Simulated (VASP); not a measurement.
A run of VASP 6.6.1 is set up as follows.

POSCAR

```
BN
1.0
    0.0000000000      1.8122639362      1.8122639362
    1.8122639362      0.0000000000      1.8122639362
    1.8122639362      1.8122639362      0.0000000000
B N
1 1
Direct
    0.0000000000      0.0000000000      0.0000000000
    0.2500000000      0.2500000000      0.2500000000
```

File INCAR.step1:

```
SYSTEM = BN
PREC     = Accurate       ! precision mode
ENCUT    = 600            ! plane-wave cutoff, eV
ISMEAR   = -1             ! smearing method
SIGMA    = 0.02           ! smearing width, eV
LREAL    = .False.        ! projectors in reciprocal space
LASPH    = .True.         ! aspherical terms in the spheres
NELM     = 60             ! most SCF steps
GGA      = PE             ! functional
ALGO     = Normal         ! electronic algorithm
EDIFF    = 1E-4           ! SCF threshold, eV
LWAVE    = .True.         ! write WAVECAR
LCHARG   = .False.        ! write CHGCAR
```

File INCAR.step2:

```
SYSTEM = BN
PREC     = Accurate       ! precision mode
ENCUT    = 600            ! plane-wave cutoff, eV
EDIFF    = 1E-6           ! SCF threshold, eV
ISMEAR   = -1             ! smearing method
SIGMA    = 0.02           ! smearing width, eV
LREAL    = .False.        ! projectors in reciprocal space
LASPH    = .True.         ! aspherical terms in the spheres
NELM     = 60             ! most SCF steps
ALGO     = Normal         ! electronic algorithm
ISIF     = 3              ! what is computed and relaxed
LWAVE    = .False.        ! write WAVECAR
LCHARG   = .False.        ! write CHGCAR
METAGGA  = R2SCAN         ! meta-GGA
LMIXTAU  = .True.       
IBRION   = 2              ! ionic algorithm
NSW      = 80             ! ionic steps
EDIFFG   = -0.005         ! ionic threshold
ISTART   = 1
```

The input KPOINTS:

```
Automatic mesh
0
Gamma
  10 10 10
  0 0 0
```

Potentials or basis: VASP PAW PBE potentials, release 64 (B, N).

Run with:

```sh
$ cat potpaw_PBE.64/B/POTCAR potpaw_PBE.64/N/POTCAR > POTCAR
$ cp INCAR.step1 INCAR
$ mpirun -np 1 vasp_std > vasp.out
$ cp INCAR.step2 INCAR
$ mpirun -np 1 vasp_std > vasp.out
```

Problem. What does it give for the relaxed cell?

Solution. a = 2.555 Å, b = 2.555 Å, c = 2.555 Å, α = 60.00°, β = 60.00°, γ = 60.00°.

Problem. Estimate the relaxed volume.

Solution. 5.90 Å³/atom.

Step by step:
```
step  energy change (eV)  largest force (eV/Å)  pressure (GPa)  volume (Å³)
   1              0.0000                0.0000           -3.56        11.90
   2              0.0002                0.0000            3.95        11.68
   3             -0.0012                0.0000            0.01        11.79
```

Caveat: the PAW data sets were made with another functional, which shifts forces and pressure a little.
